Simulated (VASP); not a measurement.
# Mg (Im-3m) in VASP: a series of runs

Mg is run at these levels: PBEsol; tasks: single point, relaxation of cell and atoms.

All numbers are computed with VASP 6.6.1; they aren't measurements. Logs are shortened: lines on timing, memory, paths and dates and some standing lists are left out, and cuts for length are marked.

### 1 The cell of the first run

The structure is cubic, space group Im-3m (No. 229). The conventional cell has a = 3.554 Å, b = 3.554 Å, c = 3.554 Å, α = 90.00°, β = 90.00°, γ = 90.00°. Mg (site symmetry m-3m) has 14 Mg at 3.08 to 3.55 Å within 4.1 Å.

This isn't the form of Mg at room conditions, which is hcp.

### 2 Single point, PBEsol (strained)

INCAR

```
SYSTEM = Mg
ALGO = Fast
EDIFF = 1E-6
ENCUT = 520
GGA = PS
ISIF = 2
ISMEAR = 0
LASPH = .TRUE.
LCHARG = .TRUE.
LELF = .TRUE.
LREAL = .FALSE.
LVHAR = .TRUE.
LWAVE = .FALSE.
NBANDS = 7
NELM = 80
PREC = Accurate
SIGMA = 0.1
```

KPOINTS

```
k-points
0
G
  16 16 16
  0 0 0
```

POSCAR

```
Mg
1.0
   -1.7767709445      1.7767709445      1.7767709445
    1.7767709445     -1.7767709445      1.7767709445
    1.7767709445      1.7767709445     -1.7767709445
Mg
1
Direct
    0.0000000000      0.0000000000      0.0000000000
```

Potentials or basis: VASP PAW PBE potentials, release 64 (Mg).

Command:

```bash
$ cat potpaw_PBE.64/Mg/POTCAR > POTCAR
$ mpirun -np 1 vasp_std > vasp.out
```

OUTCAR:

```text
SYSTEM = Mg
   EDIFF = 1E-6
   ENCUT = 520
   GGA = PS
   ISIF = 2
   ISMEAR = 0
   LASPH = .TRUE.
   LREAL = .FALSE.
   NELM = 80
   PREC = Accurate

 ion  position               nearest neighbor table
   1  0.000  0.000  0.000-

  LATTYP: Found a body centered cubic cell.
 ALAT       =     3.5535418890

  Lattice vectors:

 A1 = (  -1.7767709445,   1.7767709445,   1.7767709445)
 A2 = (   1.7767709445,  -1.7767709445,   1.7767709445)
 A3 = (   1.7767709445,   1.7767709445,  -1.7767709445)

Analysis of symmetry for initial positions (statically):
=====================================================================
 Subroutine PRICEL returns:
 Original cell was already a primitive cell.

 Routine SETGRP: Setting up the symmetry group for a
 body centered cubic supercell.

 Subroutine GETGRP returns: Found 48 space group operations
 (whereof 48 operations were pure point group operations)
 out of a pool of 48 trial point group operations.

The static configuration has the point symmetry O_h .

Analysis of symmetry for dynamics (positions and initial velocities):
=====================================================================
 Subroutine PRICEL returns:
 Original cell was already a primitive cell.

 Routine SETGRP: Setting up the symmetry group for a
 body centered cubic supercell.

 Subroutine GETGRP returns: Found 48 space group operations
 (whereof 48 operations were pure point group operations)
 out of a pool of 48 trial point group operations.

The dynamic configuration has the point symmetry O_h .

 Subroutine INISYM returns: Found 48 space group operations
 (whereof 48 operations are pure point group operations),
 and found     1 'primitive' translations

----------------------------------------------------------------------------------------

                                     Primitive cell

  volume of cell :      22.4365

  direct lattice vectors                    reciprocal lattice vectors
    -1.776770944  1.776770944  1.776770944     0.000000000  0.281409374  0.281409374
     1.776770944 -1.776770944  1.776770944     0.281409374  0.000000000  0.281409374
     1.776770944  1.776770944 -1.776770944     0.281409374  0.281409374  0.000000000

  length of vectors
     3.077457549  3.077457549  3.077457549     0.397972954  0.397972954  0.397972954

  position of ions in fractional coordinates (direct lattice)
     0.000000000  0.000000000  0.000000000

  ion indices of the primitive-cell ions
   primitive index   ion index
                 1           1

----------------------------------------------------------------------------------------

 KPOINTS: k-points

Automatic generation of k-mesh.
 Grid dimensions read from file:
 generate k-points for:   16   16   16

 Generating k-lattice:

  Cartesian coordinates                     Fractional coordinates (reciprocal lattice)
     0.000000000  0.017588086  0.017588086     0.062500000  0.000000000  0.000000000
     0.017588086  0.000000000  0.017588086     0.000000000  0.062500000  0.000000000
     0.017588086  0.017588086  0.000000000     0.000000000  0.000000000  0.062500000

  Length of vectors
     0.024873310  0.024873310  0.024873310

  Shift w.r.t. Gamma in fractional coordinates (k-lattice)
     0.000000000  0.000000000  0.000000000

 Subroutine IBZKPT returns following result:
 ===========================================

 Found    145 irreducible k-points:

 Following reciprocal coordinates:
            Coordinates               Weight
  0.000000  0.000000  0.000000      1.000000
  0.062500  0.000000  0.000000     12.000000
  0.125000  0.000000  0.000000     12.000000
  0.187500  0.000000  0.000000     12.000000
  0.250000  0.000000  0.000000     12.000000
  0.312500  0.000000  0.000000     12.000000
[... 16 lines left out ...]
  0.187500  0.187500  0.000000     24.000000
  0.250000  0.187500  0.000000     48.000000
 [... further k-points ...]
   k-points           NKPTS =    145   k-points in BZ     NKDIM =    145   number of bands    NBANDS=      7
   number of dos      NEDOS =    301   number of ions     NIONS =      1
   total plane-waves  NPLWV =  13824
   dimension x,y,z NGX =    24 NGY =   24 NGZ =   24
   dimension x,y,z NGXF=    48 NGYF=   48 NGZF=   48
   ions per type =               1
   NGX,Y,Z   is equivalent  to a cutoff of  12.96, 12.96, 12.96 a.u.
   NGXF,Y,Z  is equivalent  to a cutoff of  25.93, 25.93, 25.93 a.u.
 SYSTEM =  Mg
   PREC   = accura    normal or accurate (medium, high low for compatibility)
   ISTART =      0    job   : 0-new  1-cont  2-samecut
   ICHARG =      2    charge: 1-file 2-atom 10-const
   ISPIN  =      1    spin polarized calculation?
   LNONCOLLINEAR =      F non collinear calculations
   LSORBIT =      F    spin-orbit coupling
   LASPH  =      T    aspherical Exc in radial PAW
   ENCUT  =  520.0 eV  38.22 Ry    6.18 a.u.   5.72  5.72  5.72*2*pi/ulx,y,z
   NELM   =     80;   NELMIN=  2; NELMDL= -5     # of ELM steps
[... 21 lines left out ...]
  volume/ion in A,a.u.               =      22.44       151.41
  Fermi-wavevector in a.u.,A,eV,Ry     =   0.731308  1.381971  7.276542  0.534811
  Thomas-Fermi vector in A             =   1.823492
   LORBIT       =      0    0 simple, 1 ext, 2 COOP (PROOUT), +10 PAW based schemes
   GGA     = PS    functional components
   LHFCALC =     F    Hartree Fock is set to
   AEXX    =    0.0000 exact exchange contribution
   IVDW    =     0    specifies the selected vdW correction
   LEPSILON=     F    determine dielectric tensor
   LRPA    =     F    only Hartree local field effects (RPA)
 non-spin polarized calculation
 RMM-DIIS sequential band-by-band and
 Gauss-broadening in eV      SIGMA  =   0.10
  energy-cutoff  :      520.00
  volume of cell :       22.44
 maximum number of plane-waves:       622
   NGX = 11   NGY = 11   NGZ = 11

 number of electron       2.0000000 magnetization

 Free energy of the ion-electron system (eV)
  ---------------------------------------------------
  ext. energy  EPLUGINS =         0.00000000
  ---------------------------------------------------
  free energy    TOTEN  =        -1.69607318 eV

  energy without entropy =       -1.69380798  energy(sigma->0) =       -1.69494058

 E-fermi :   2.7475     XC(G=0):  -8.6088

 val. band max:        2.7417047821   @ k =  -0.4375  -0.4375   0.1875
 cond. band min:       2.7937184505   @ k =  -0.4375  -0.4375   0.1250
 fundamental gap:      0.0520136684
 Fermi energy:         2.7475358222

 k-point     1 :       0.0000    0.0000    0.0000
  band No.  band energies     occupation
      1      -4.3128      2.00000
      2      15.8800      0.00000
      3      15.8800      0.00000
      4      15.8800      0.00000
      5      17.9286      0.00000
      6      17.9286      0.00000
      7      18.1382      0.00000

 k-point     2 :       0.0625    0.0000    0.0000
  band No.  band energies     occupation
      1      -4.2194      2.00000
      2      14.7851      0.00000
      3      15.4032      0.00000
      4      15.4421      0.00000
      5      16.9957      0.00000
      6      17.1681      0.00000
      7      18.2951      0.00000

 k-point     3 :       0.1250    0.0000    0.0000
  band No.  band energies     occupation
      1      -3.9399      2.00000
      2      12.6745      0.00000
      3      14.5023      0.00000
      4      14.6755      0.00000
      5      15.9757      0.00000
      6      16.6627      0.00000
      7      18.5499      0.00000

 k-point     4 :       0.1875    0.0000    0.0000
  band No.  band energies     occupation
      1      -3.4758      2.00000
      2      10.5016      0.00000
      3      13.6095      0.00000
      4      13.9467      0.00000
      5      15.0923      0.00000
      6      16.1347      0.00000
      7      19.0503      0.00000

 k-point     5 :       0.2500    0.0000    0.0000
  band No.  band energies     occupation
      1      -2.8299      2.00000
      2       8.4257      0.00000
      3      12.8398      0.00000
      4      13.3314      0.00000
      5      14.3657      0.00000
      6      15.5952      0.00000
      7      19.6632      0.00000
[... 161 lines left out ...]
 k-point    22 :       0.4375    0.1250    0.0000
  band No.  band energies     occupation
      1       1.4628      2.00000
      2       2.0910      2.00000
      3       8.7124      0.00000
      4      11.6206      0.00000
      5      14.4465      0.00000
      6      17.1414      0.00000
      7      20.5825      0.00000

 k-point    23 :       0.1875    0.1875    0.0000
  band No.  band energies     occupation
      1      -1.8242      2.00000
      2       7.6124      0.00000
      3       8.4565      0.00000
      4      12.2602      0.00000
      5      15.9212      0.00000
      6      16.8867      0.00000
      7      20.3391      0.00000

 k-point    24 :       0.2500    0.1875    0.0000
  band No.  band energies     occupation
      1      -0.9201      2.00000
      2       6.0448      0.00000
      3       7.6647      0.00000
      4      11.7913      0.00000
      5      15.7852      0.00000
      6      17.3335      0.00000
      7      20.0280      0.00000

 [... further k-points ...]

------------------------ aborting loop because EDIFF is reached ----------------------------------------

  FORCE on cell =-STRESS in cart. coord.  units (eV):
  Direction    XX          YY          ZZ          XY          YZ          ZX
  --------------------------------------------------------------------------------------
  -------------------------------------------------------------------------------------
  Total        0.0066826      0.0066826      0.0066826     -0.0000000     -0.0000000      0.0000000
  in kB        0.4771988      0.4771988      0.4771988     -0.0000000     -0.0000000      0.0000000
  external PRESSURE =       0.4771988 kB  Pullay stress =       0.0000000 kB

 VOLUME and BASIS-vectors are now :
 -----------------------------------------------------------------------------
  energy-cutoff  :      520.00
  volume of cell :       22.44
      direct lattice vectors                 reciprocal lattice vectors
    -1.776770944  1.776770944  1.776770944     0.000000000  0.281409374  0.281409374
     1.776770944 -1.776770944  1.776770944     0.281409374  0.000000000  0.281409374
     1.776770944  1.776770944 -1.776770944     0.281409374  0.281409374  0.000000000

 POSITION                                       TOTAL-FORCE (eV/Angst)
 -----------------------------------------------------------------------------------
      0.00000      0.00000      0.00000         0.000000      0.000000     -0.000000
 -----------------------------------------------------------------------------------
    total drift:                                0.000000     -0.000000     -0.000000

  FREE ENERGIE OF THE ION-ELECTRON SYSTEM (eV)
  ---------------------------------------------------
  free  energy   TOTEN  =        -1.6960731838 eV

  energy  without entropy=       -1.6938079828  energy(sigma->0) =       -1.69494058
```

Run time: 22 s. Hardware: 1 thread of Intel Xeon 8259CL, shared host; peak memory 0.15 GiB.

Results:

- Free energy: -1.6961 eV
- Pressure: 0.0 GPa
- Band gap on the k mesh: zero (bands 1 and 2 overlap by 4.82 eV)

Caveat: the cell differs from its parent crystal (strained); the PAW data sets were made with another functional, which shifts forces and pressure a little.

### 3 Single point, PBEsol

This run uses another cell than the first one, of 22.29 Å³/atom.

INCAR

```
SYSTEM = Mg
  PREC = Accurate
  ENCUT = 520
  EDIFF = 1E-6
  ISMEAR = 0
  SIGMA = 0.1
  LREAL = .FALSE.
  LASPH = .TRUE.
  NELM = 60
  ALGO = Fast
  ISIF = 2
  LWAVE = .FALSE.
  LCHARG = .FALSE.
  GGA = PS
  NBANDS = 7
```

KPOINTS

```
regular mesh
0
G
  8 8 8
  0 0 0
```

POSCAR

```
Mg
1.0
   -1.7727644967      1.7727644967      1.7727644967
    1.7727644967     -1.7727644967      1.7727644967
    1.7727644967      1.7727644967     -1.7727644967
Mg
1
Direct
    0.0000000000      0.0000000000      0.0000000000
```

Potentials or basis: VASP PAW PBE potentials, release 64 (Mg).

Command:

```bash
$ cat potpaw_PBE.64/Mg/POTCAR > POTCAR
$ mpirun -np 1 vasp_std > vasp.out
```

It took 6.9 s on 1 thread of Intel Xeon 8259CL, shared host; peak memory 0.13 GiB.

It converged, with:

| Item | Value |
| --- | --- |
| Free energy | -1.6895 eV |
| Pressure | 0.1 GPa |
| Band gap on the k mesh | zero (bands 1 and 2 overlap by 4.84 eV) |

Levels at points of the mesh, in eV from the Fermi level:
| k point | band 1 | band 2 | band 3 | band 4 | band 5 |
| --- | --- | --- | --- | --- | --- |
| (0.00, 0.00, 0.00) | -6.95 | 13.32 | 13.32 | 13.32 | 15.38 |
| (0.50, 0.00, 0.00) | -1.40 | -0.78 | 8.85 | 9.67 | 10.52 |
| (0.50, 0.50, 0.50) | 4.06 | 4.06 | 4.06 | 4.14 | 4.14 |

Caveat: the PAW data sets were made with another functional, which shifts forces and pressure a little.

### 4 Single point, PBEsol

This run uses another cell than the first one, of 22.50 Å³/atom.

INCAR

```
SYSTEM = Mg
  PREC = Accurate
  ENCUT = 520
  EDIFF = 1E-6
  ISMEAR = 0
  SIGMA = 0.1
  LREAL = .FALSE.
  LASPH = .TRUE.
  NELM = 100
  ALGO = Fast
  ISIF = 2
  LWAVE = .FALSE.
  LCHARG = .TRUE.
  GGA = PS
  LELF = .TRUE.
  LVHAR = .TRUE.
  NBANDS = 7
```

KPOINTS

```
regular mesh
0
G
  16 16 16
  0 0 0
```

POSCAR

```
Mg
1.0
   -1.7783509362      1.7783509362      1.7783509362
    1.7783509362     -1.7783509362      1.7783509362
    1.7783509362      1.7783509362     -1.7783509362
Mg
1
Direct
    0.0000000000      0.0000000000      0.0000000000
```

Command:

```bash
$ cat potpaw_PBE.64/Mg/POTCAR > POTCAR
$ mpirun -np 1 vasp_std > vasp.out
```

Wall time 20 s (1 thread of Intel Xeon 8259CL, shared host); peak memory 0.15 GiB.

It converged, with:

```
Free energy            : -1.6961 eV
Pressure               : -0.1 GPa
Band gap on the k mesh : zero (bands 1 and 2 overlap by 4.82 eV)
```

Levels at points of the mesh, in eV from the Fermi level:
```tsv
k point	band 1	band 2	band 3	band 4
(0.00, 0.00, 0.00)	-7.05	13.11	13.11	13.11
(0.50, 0.00, 0.00)	-1.54	-0.93	8.67	9.46
(0.50, 0.50, 0.50)	3.89	3.89	3.89	3.99
```

Caveat: the PAW data sets were made with another functional, which shifts forces and pressure a little.

### 5 Single point, PBEsol

This run uses another cell than the first one, of 22.50 Å³/atom.

INCAR

```
SYSTEM = Mg
PREC = Accurate
ENCUT = 520
EDIFF = 1E-6
ISMEAR = 0
SIGMA = 0.15
LREAL = .False.
LASPH = .True.
NELM = 60
ALGO = Normal
ISIF = 2
LWAVE = .False.
LCHARG = .False.
GGA = PS
NBANDS = 7
```

KPOINTS

```
Automatic mesh
0
Gamma
  24 24 24
  0 0 0
```

POSCAR is that of step 4.

Command:

```bash
$ cat potpaw_PBE.64/Mg/POTCAR > POTCAR
$ mpirun -np 1 vasp_std > vasp.out
```

It took 46 s on 1 thread of Intel Xeon 8259CL, shared host; peak memory 0.19 GiB.

It converged, with:

| Item | Value |
| --- | --- |
| Free energy | -1.6980 eV |
| Pressure | -0.1 GPa |
| Band gap on the k mesh | zero (bands 1 and 2 overlap by 4.82 eV) |

Levels at points of the mesh, in eV from the Fermi level:
```tsv
k point	band 1	band 2	band 3	band 4	band 5	band 6
(0.00, 0.00, 0.00)	-7.04	13.13	13.13	13.13	15.17	15.17
(0.50, 0.00, 0.00)	-1.52	-0.92	8.68	9.47	10.32	11.66
(0.50, 0.50, 0.50)	3.90	3.90	3.90	4.00	4.00	7.73
```

Caveat: the PAW data sets were made with another functional, which shifts forces and pressure a little.

### 6 Relaxation of cell and atoms, PBEsol

This run uses another cell than the first one, of 22.29 Å³/atom.

INCAR

```
PREC     = Accurate       # precision mode
ENCUT    = 600            # plane-wave cutoff, eV
EDIFF    = 1E-7           # SCF threshold, eV
ISMEAR   = 0              # smearing method
SIGMA    = 0.1            # smearing width, eV
LREAL    = False          # projectors in reciprocal space
LASPH    = True           # aspherical terms in the spheres
NELM     = 60             # most SCF steps
ALGO     = Normal         # electronic algorithm
ISIF     = 3              # what is computed and relaxed
LWAVE    = False          # write WAVECAR
LCHARG   = False          # write CHGCAR
GGA      = PS             # functional
IBRION   = 2              # ionic algorithm
NSW      = 100            # ionic steps
EDIFFG   = -0.005         # ionic threshold
```

KPOINTS

```
regular mesh
0
Gamma
  16 16 16
```

POSCAR

```
Mg
1.0
   -1.7727644967      1.7727644967      1.7727644967
    1.7727644967     -1.7727644967      1.7727644967
    1.7727644967      1.7727644967     -1.7727644967
Mg
1
Direct
    0.0000000000      0.0000000000      0.0000000000
```

Potentials or basis: VASP PAW PBE potentials, release 64 (Mg).

Command:

```bash
$ cat potpaw_PBE.64/Mg/POTCAR > POTCAR
$ mpirun -np 1 vasp_std > vasp.out
```

It took 57 s on 1 thread of Intel Xeon 8259CL, shared host; peak memory 0.18 GiB.

It converged, with:

* Free energy: -1.6962 eV
* Relaxed volume: 22.47 Å³/atom
* Relaxed cell: a = 3.079 Å, b = 3.079 Å, c = 3.079 Å, α = 109.47°, β = 109.47°, γ = 109.47°
* Space group after relaxing (to 0.1 Å): Im-3m (No. 229)
* Energy gained by relaxing: 0.2 meV/atom
* Ionic steps: 3
* Pressure after relaxing: 0.0 GPa
* Band gap on the k mesh: zero (bands 1 and 2 overlap by 4.82 eV)

The path:
| step | energy change (eV) | largest force (eV/Å) | pressure (GPa) | volume (Å³) |
| --- | --- | --- | --- | --- |
| 1 | 0.0000 | 0.0000 | 0.30 | 22.29 |
| 2 | -0.0002 | 0.0000 | 0.07 | 22.42 |
| 3 | -0.0002 | 0.0000 | 0.00 | 22.47 |

Final structure:
```
CELL_PARAMETERS angstrom
-1.77759 1.77759 1.77759
1.77759 -1.77759 1.77759
1.77759 1.77759 -1.77759
ATOMIC_POSITIONS crystal
Mg 0.00000 0.00000 0.00000
```

Levels at points of the mesh, in eV from the Fermi level:
```
           k point  band 1  band 2  band 3  band 4
(0.00, 0.00, 0.00)   -7.05   13.12   13.12   13.12
(0.50, 0.00, 0.00)   -1.54   -0.93    8.68    9.47
(0.50, 0.50, 0.50)    3.89    3.89    3.89    3.99
```

Caveat: the PAW data sets were made with another functional, which shifts forces and pressure a little.

### 7 Single point, PBEsol

This run uses another cell than the first one, of 22.50 Å³/atom.

INCAR

```
ALGO = Normal
EDIFF = 1E-6
ENCUT = 520
GGA = PS
ISIF = 2
ISMEAR = 0
LASPH = T
LCHARG = F
LREAL = F
LWAVE = F
NBANDS = 7
NELM = 100
PREC = Accurate
SIGMA = 0.15
```

KPOINTS

```
k-points
0
Gamma
  26 26 26
```

POSCAR

```
Mg
1.0
   -1.7783509362      1.7783509362      1.7783509362
    1.7783509362     -1.7783509362      1.7783509362
    1.7783509362      1.7783509362     -1.7783509362
Mg
1
Direct
    0.0000000000      0.0000000000      0.0000000000
```

Command:

```bash
$ cat potpaw_PBE.64/Mg/POTCAR > POTCAR
$ mpirun -np 1 vasp_std > vasp.out
```

Run time: 52 s. Hardware: 1 thread of Intel Xeon 8259CL, shared host; peak memory 0.2 GiB.

The run converged. Its results:

```
Free energy            : -1.6979 eV
Pressure               : -0.1 GPa
Band gap on the k mesh : zero (bands 1 and 2 overlap by 4.82 eV)
```

Levels at points of the mesh, in eV from the Fermi level:
| k point | band 1 | band 2 | band 3 | band 4 | band 5 |
| --- | --- | --- | --- | --- | --- |
| (0.00, 0.00, 0.00) | -7.06 | 13.11 | 13.11 | 13.11 | 15.15 |
| (0.50, 0.00, 0.00) | -1.54 | -0.93 | 8.66 | 9.45 | 10.30 |
| (0.50, 0.50, 0.50) | 3.88 | 3.88 | 3.88 | 3.98 | 3.98 |

Caveat: the PAW data sets were made with another functional, which shifts forces and pressure a little.

### 8 Overview

```csv
task,cell,k mesh,cutoff (eV),smearing,gap on the mesh (eV),pressure (GPa)
single point,"a = 3.077 Å, angles 109.5°, 1 atom",16 × 16 × 16,520,gaussian 0.1 eV,none,0.0
single point,"a = 3.071 Å, angles 109.5°, 1 atom",8 × 8 × 8,520,gaussian 0.1 eV,none,0.1
single point,"a = 3.080 Å, angles 109.5°, 1 atom",16 × 16 × 16,520,gaussian 0.1 eV,none,-0.1
single point,"a = 3.080 Å, angles 109.5°, 1 atom",24 × 24 × 24,520,gaussian 0.15 eV,none,-0.1
relaxation of cell and atoms,"relaxed from a = 3.071 Å, angles 109.5°, 1 atom",16 × 16 × 16,600,gaussian 0.1 eV,none,0.0
single point,"a = 3.080 Å, angles 109.5°, 1 atom",26 × 26 × 26,520,gaussian 0.15 eV,none,-0.1
```

Alike in all rows: level PBEsol; potentials or basis VASP PAW PBE potentials, release 64 (Mg); no spin polarisation.

Caveats: the PAW data sets were made with another functional, which shifts forces and pressure a little.

Total energies depend on the potentials used, so only differences within one code and one set of settings carry meaning.
